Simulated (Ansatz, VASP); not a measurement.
# Two plane-wave programs on BaTiO3

```
Ba Ti O
1.0
     0.00000    2.85798   -2.87415
    -3.96333    0.00000    0.00000
     0.00000    8.57394    8.62245
Ba Ti O
3 3 9
Direct
  0.99174 0.00000 0.00275
  0.99174 0.00000 0.33609
  0.99174 0.00000 0.66942
  0.47618 0.50000 0.17461
  0.47618 0.50000 0.50794
  0.47618 0.50000 0.84127
  0.50980 0.00000 0.16340
  0.50980 0.00000 0.49673
  0.50980 0.00000 0.83007
  0.01999 0.50000 0.16464
  0.01999 0.50000 0.49798
  0.01999 0.50000 0.83131
  0.50607 0.50000 0.32667
  0.50607 0.50000 0.66000
  0.50607 0.50000 0.99334
```

Alike in both runs: task single point; functional r2SCAN; k mesh 6 × 6 × 2; occupations gaussian, width 0.05 eV; no spin polarisation.

|  | VASP | Ansatz |
| --- | --- | --- |
| version | VASP 6.6.1 | Ansatz 0.2.0 |
| potentials or method | VASP PAW PBE potentials, release 64 (Ba_sv, Ti_sv, O), cutoff 520 eV | scalar-relativistic, plane waves, PAW |
| valence electrons in the cell | 120 | 120 |

|  | VASP | Ansatz | Ansatz less VASP |
| --- | --- | --- | --- |
| gap on the k mesh at the Fermi level (eV) | 2.64 | 2.66 | +0.016 |
| least direct gap on the mesh (eV) | 3.12 | 3.10 | -0.020 |
| pressure (GPa) | 1.9 | 0.0 | -1.92 |
| traceless stress, the component that is largest in VASP (GPa) | 0.10 | 0.00 | -0.097 |
| rms of the force components (eV/Å) | 0.064 | 0.000 | -0.0639 |

VASP's potentials were made for PBE, not for r2SCAN. Atom by atom the forces differ by 0.064 eV/Å (rms over components).

Neither program's run includes spin-orbit coupling.
